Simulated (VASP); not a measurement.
# BiRhO3 (Pm-3m) in VASP: single point with LDA+U

Aim: the single point of BiRhO3 with LDA+U.

All numbers are computed with VASP 6.6.1; they aren't measurements. Logs are shortened: lines on timing, memory, paths and dates and some standing lists are left out, and cuts for length are marked.

## Step 1: The cell of the first run

The structure is cubic, space group Pm-3m (No. 221). Conventional cell: a = 4.149 Å, b = 4.149 Å, c = 4.149 Å, α = 90.00°, β = 90.00°, γ = 90.00°. Within 2.7 Å of Rh (site symmetry m-3m) lie 6 O at 2.07 Å. Within 2.7 Å of O (site symmetry 4/mmm) lie 2 Rh at 2.07 Å. Within 3.9 Å of Bi (site symmetry m-3m) lie 12 O at 2.93 Å and 8 Rh at 3.59 Å.

## Step 2: Single point, LDA+U, collinear spin, ferromagnetic start

Contents of INCAR:

```
PREC = Accurate
ENCUT = 520
EDIFF = 1E-6
ISMEAR = 0
SIGMA = 0.0187
LREAL = False
LASPH = True
NELM = 150
ALGO = Normal
ISIF = 2
LWAVE = False
LCHARG = False
ISPIN = 2
MAGMOM = 4 0 0 0 0
LORBIT = 11
LMAXMIX = 4
LDAU = True
LDAUTYPE = 2
LDAUL = 2 -1 -1
LDAUU = 1.77 0 0
LDAUJ = 0 0 0
LDAUPRINT = 1
GGA = CA
NBANDS = 36
```

Contents of KPOINTS:

```
Automatic mesh
0
Gamma
  6 6 6
```

Contents of POSCAR:

```
BiRhO3
1.0
    4.1490226600      0.0000000000      0.0000000000
    0.0000000000      4.1490226600      0.0000000000
    0.0000000000      0.0000000000      4.1490226600
Rh O Bi
1 3 1
Direct
    0.0000000000      0.0000000000      0.0000000000
    0.5000000000      0.0000000000      0.0000000000
    0.0000000000      0.5000000000      0.0000000000
    0.0000000000      0.0000000000      0.5000000000
    0.5000000000      0.5000000000      0.5000000000
```

Potentials or basis: VASP PAW LDA potentials, release 64 (Rh_pv, O, Bi_d).

Launch:

```sh
$ cat potpaw_LDA.64/Rh_pv/POTCAR potpaw_LDA.64/O/POTCAR potpaw_LDA.64/Bi_d/POTCAR > POTCAR
$ mpirun -np 1 vasp_std > vasp.out
```

OUTCAR:

```text
PREC = Accurate
   ENCUT = 520
   EDIFF = 1E-6
   ISMEAR = 0
   LREAL = False
   LASPH = True
   NELM = 150
   ISIF = 2
   ISPIN = 2
   LORBIT = 11
   GGA = CA

 ion  position               nearest neighbor table
   1  0.000  0.000  0.000-   2 2.07   3 2.07   4 2.07   4 2.07   3 2.07   2 2.07   5 3.59   5 3.59
                             5 3.59   5 3.59   5 3.59   5 3.59   5 3.59   5 3.59
   2  0.500  0.000  0.000-   1 2.07   1 2.07   5 2.93   5 2.93   5 2.93   5 2.93
   3  0.000  0.500  0.000-   1 2.07   1 2.07   5 2.93   5 2.93   5 2.93   5 2.93
   4  0.000  0.000  0.500-   1 2.07   1 2.07   5 2.93   5 2.93   5 2.93   5 2.93
   5  0.500  0.500  0.500-   2 2.93   3 2.93   4 2.93   2 2.93   3 2.93   2 2.93   4 2.93   2 2.93
                             3 2.93   4 2.93   3 2.93   4 2.93   1 3.59   1 3.59   1 3.59   1 3.59

  LATTYP: Found a simple cubic cell.
 ALAT       =     4.1490226600

  Lattice vectors:

 A1 = (   4.1490226600,   0.0000000000,   0.0000000000)
 A2 = (   0.0000000000,   4.1490226600,   0.0000000000)
 A3 = (   0.0000000000,   0.0000000000,   4.1490226600)

Analysis of symmetry for initial positions (statically):
=====================================================================
 Subroutine PRICEL returns:
 Original cell was already a primitive cell.

 Routine SETGRP: Setting up the symmetry group for a
 simple cubic supercell.

 Subroutine GETGRP returns: Found 48 space group operations
 (whereof 48 operations were pure point group operations)
 out of a pool of 48 trial point group operations.

The static configuration has the point symmetry O_h .

Analysis of symmetry for dynamics (positions and initial velocities):
=====================================================================
 Subroutine PRICEL returns:
 Original cell was already a primitive cell.

 Routine SETGRP: Setting up the symmetry group for a
 simple cubic supercell.

 Subroutine GETGRP returns: Found 48 space group operations
 (whereof 48 operations were pure point group operations)
 out of a pool of 48 trial point group operations.

The dynamic configuration has the point symmetry O_h .

Analysis of structural, dynamic, and magnetic symmetry:
=====================================================================
 Subroutine PRICEL returns:
 Original cell was already a primitive cell.

 Routine SETGRP: Setting up the symmetry group for a
 simple cubic supercell.

 Subroutine GETGRP returns: Found 48 space group operations
[... 179 lines left out ...]
  o =  0.8990  v =  0.0000  0.0000  0.0000  0.0000  0.0000  0.0000  0.9452 -0.0000 -0.3265 -0.0000      0.0000  0.0000  0.0000  0.0000  0.0000  0.0000  0.0000  0.0000  0.0000  0.0000
  o =  0.8990  v =  0.0000  0.0000  0.0000  0.0000  0.0000  0.0000  0.3265  0.0000  0.9452 -0.0000      0.0000  0.0000  0.0000  0.0000  0.0000  0.0000  0.0000  0.0000  0.0000  0.0000

 number of electron      48.0000005 magnetization      -0.0116862

 Free energy of the ion-electron system (eV)
  ---------------------------------------------------
  ext. energy  EPLUGINS =         0.00000000
  ---------------------------------------------------
  free energy    TOTEN  =       -31.40199294 eV

  energy without entropy =      -31.40140238  energy(sigma->0) =      -31.40169766

 E-fermi :   5.9685     XC(G=0): -11.6466

 val. band max:        5.9684330505   @ k =   0.5000   0.1667   0.1667
 cond. band min:       6.1610557520   @ k =   0.5000   0.3333   0.0000
 fundamental gap:      0.1926227015
 Fermi energy:         5.9684548902

 spin component 1

 k-point     1 :       0.0000    0.0000    0.0000
  band No.  band energies     occupation
      1     -40.2866      1.00000
      2     -40.2866      1.00000
      3     -40.2865      1.00000
      4     -17.7241      1.00000
      5     -17.7241      1.00000
      6     -17.6929      1.00000
[... 769 lines left out ...]
     35      21.5018      0.00000
     36      21.5018      0.00000
 Fermi energy:         5.9684548902

 spin component 2

 k-point     1 :       0.0000    0.0000    0.0000
  band No.  band energies     occupation
      1     -40.2917      1.00000
      2     -40.2917      1.00000
      3     -40.2917      1.00000
      4     -17.7239      1.00000
      5     -17.7239      1.00000
      6     -17.6927      1.00000
[... 769 lines left out ...]
     35      21.5021      0.00000
     36      21.5022      0.00000

------------------------ aborting loop because EDIFF is reached ----------------------------------------

  FORCE on cell =-STRESS in cart. coord.  units (eV):
  Direction    XX          YY          ZZ          XY          YZ          ZX
  --------------------------------------------------------------------------------------
  -------------------------------------------------------------------------------------
  Total      -12.0224293    -12.0224293    -12.0224293      0.0000000     -0.0000000      0.0000000
  in kB     -269.6903425   -269.6903425   -269.6903425      0.0000000     -0.0000000      0.0000000
  external PRESSURE =    -269.6903425 kB  Pullay stress =       0.0000000 kB

 VOLUME and BASIS-vectors are now :
 -----------------------------------------------------------------------------
  energy-cutoff  :      520.00
  volume of cell :       71.42
      direct lattice vectors                 reciprocal lattice vectors
     4.149022660  0.000000000  0.000000000     0.241020617  0.000000000  0.000000000
     0.000000000  4.149022660  0.000000000     0.000000000  0.241020617  0.000000000
     0.000000000  0.000000000  4.149022660     0.000000000  0.000000000  0.241020617

 POSITION                                       TOTAL-FORCE (eV/Angst)
 -----------------------------------------------------------------------------------
      0.00000      0.00000      0.00000         0.000000      0.000000      0.000000
      2.07451      0.00000      0.00000         0.000000      0.000000      0.000000
      0.00000      2.07451      0.00000         0.000000      0.000000      0.000000
      0.00000      0.00000      2.07451         0.000000      0.000000      0.000000
      2.07451      2.07451      2.07451         0.000000      0.000000      0.000000
 -----------------------------------------------------------------------------------
    total drift:                                0.000000      0.000000     -0.000000

  FREE ENERGIE OF THE ION-ELECTRON SYSTEM (eV)
  ---------------------------------------------------
  free  energy   TOTEN  =       -31.4019929387 eV

  energy  without entropy=      -31.4014023754  energy(sigma->0) =      -31.40169766

 total charge

# of ion       s       p       d       tot
------------------------------------------
    1        0.289   6.271   6.954  13.514
    2        1.556   3.296   0.000   4.852
    3        1.556   3.296   0.000   4.852
    4        1.556   3.296   0.000   4.852
    5        1.640   0.716   9.935  12.292
--------------------------------------------------
tot          6.596  16.875  16.890  40.361

 magnetization (x)

# of ion       s       p       d       tot
------------------------------------------
    1        0.000   0.000  -0.006  -0.006
    2       -0.000  -0.002   0.000  -0.002
    3       -0.000  -0.002   0.000  -0.002
    4       -0.000  -0.002   0.000  -0.002
    5       -0.000   0.001  -0.000   0.001
--------------------------------------------------
tot         -0.000  -0.004  -0.006  -0.010
```

stdout:

```text
POSCAR found type information on POSCAR RhO Bi
 POSCAR found :  3 types and       5 ions
 scaLAPACK will be used
 LDA part: xc-table for (Slater(with rela. corr.)+CA(PZ))
 , standard interpolation
 POSCAR, INCAR and KPOINTS ok, starting setup
 FFT: planning ... GRIDC
 FFT: planning ... GRID_SOFT
 FFT: planning ... GRID
 WAVECAR not read
 entering main loop
```

Run time: 56 s. Hardware: 1 thread of Intel Xeon Platinum 8375C at 2.90GHz (Ice Lake), shared host; peak memory 0.21 GiB.

What came out:

```yaml
Free_energy: -31.4020 eV
Pressure: -27.0 GPa
Band_gap_on_the_k_mesh: zero (filled and empty bands overlap)
Net_moment: -0.01 μB per cell
Valence_electrons_inside_the_program's_atomic_spheres: Rh 13.51; O 4.85; Bi 12.29
```

Levels at points of the mesh, in eV from the Fermi level:
Spin up:
```tsv
k point	band 22	band 23	band 24	band 25	band 26	band 27
(0.00, 0.00, 0.00)	-2.17	-2.17	-2.17	-0.14	-0.14	3.37
(0.50, 0.00, 0.00)	-1.92	-0.28	-0.27	-0.27	-0.14	2.42
(0.50, 0.50, 0.00)	-0.10	-0.10	0.35	0.94	1.28	1.97
(0.50, 0.50, 0.50)	-0.47	-0.47	-0.47	3.26	3.26	3.26
```
Spin down:
```tsv
k point	band 22	band 23	band 24	band 25	band 26	band 27
(0.00, 0.00, 0.00)	-2.17	-2.17	-2.17	-0.15	-0.15	3.37
(0.50, 0.00, 0.00)	-1.93	-0.28	-0.27	-0.27	-0.14	2.41
(0.50, 0.50, 0.00)	-0.11	-0.11	0.34	0.93	1.28	1.97
(0.50, 0.50, 0.50)	-0.47	-0.47	-0.47	3.26	3.26	3.26
```

Eigenvalues of the final occupation matrices:
| site | spin | trace | eigenvalues |
| --- | --- | --- | --- |
| site 1 d | 1 | 3.50 | 0.40 0.40 0.90 0.90 0.90 |
| site 1 d | 2 | 3.50 | 0.40 0.40 0.90 0.90 0.90 |

Caveat: spin-orbit coupling is left out, which moves the levels of the heavy elements. The state reached can hang on the start; a lower one may exist.
